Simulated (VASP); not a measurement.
Wanted: the native input for a VASP 6.6.1 run.

| Property | Result |
| --- | --- |
| Task | single point |
| Functional | PBE |
| Potentials or basis | VASP PAW PBE potentials, release 64 (Tl_d, F) |
| Cutoff | 520 eV |
| k mesh | 6 × 6 × 6 |
| Occupations | gaussian, width 0.1 eV |
| Spin | no spin polarisation |
| Dipole correction | no |
| Further INCAR settings | ALGO = Fast; EDIFF = 1e-06; NBANDS = 24 |

The structure of Tl2F lies in POSCAR:

```
Tl2F
1.0
    4.7989365700      0.0000000000      0.0000000000
   -2.3994682800      4.1560009800      0.0000000000
    0.0000000000      0.0000000000      3.5774768700
Tl F
2 1
Direct
    0.3333333300      0.6666666700      0.5000000000
    0.6666666700      0.3333333300      0.5000000000
    0.0000000000      0.0000000000      0.0000000000
```

The cell was generated, and may not be a known phase.

The input as run:

INCAR

```
  PREC = Accurate
  ENCUT = 520
  EDIFF = 1E-6
  ISMEAR = 0
  SIGMA = 0.1
  LREAL = F
  LASPH = T
  NELM = 60
  ALGO = Fast
  ISIF = 2
  LWAVE = F
  LCHARG = T
  GGA = PE
  LELF = T
  LVHAR = T
  NBANDS = 24
```

KPOINTS

```
regular mesh
0
Gamma
  6 6 6
```

Potentials or basis: VASP PAW PBE potentials, release 64 (Tl_d, F).

The run is started by

```bash
$ cat potpaw_PBE.64/Tl_d/POTCAR potpaw_PBE.64/F/POTCAR > POTCAR
$ mpirun -np 1 vasp_std > vasp.out
```

It gave:

The pressure is 5.7 GPa and the band gap on the k mesh is zero (an odd number of electrons rules out a gap without spin polarisation).

Caveat: the stress differs along the axes, from -2 to 10 GPa; spin-orbit coupling is left out, which moves the levels of the heavy elements.

It took 50 s on 1 thread of AMD EPYC 9755 128-Core Processor, with other jobs on the host, peak memory 0.15 GiB.
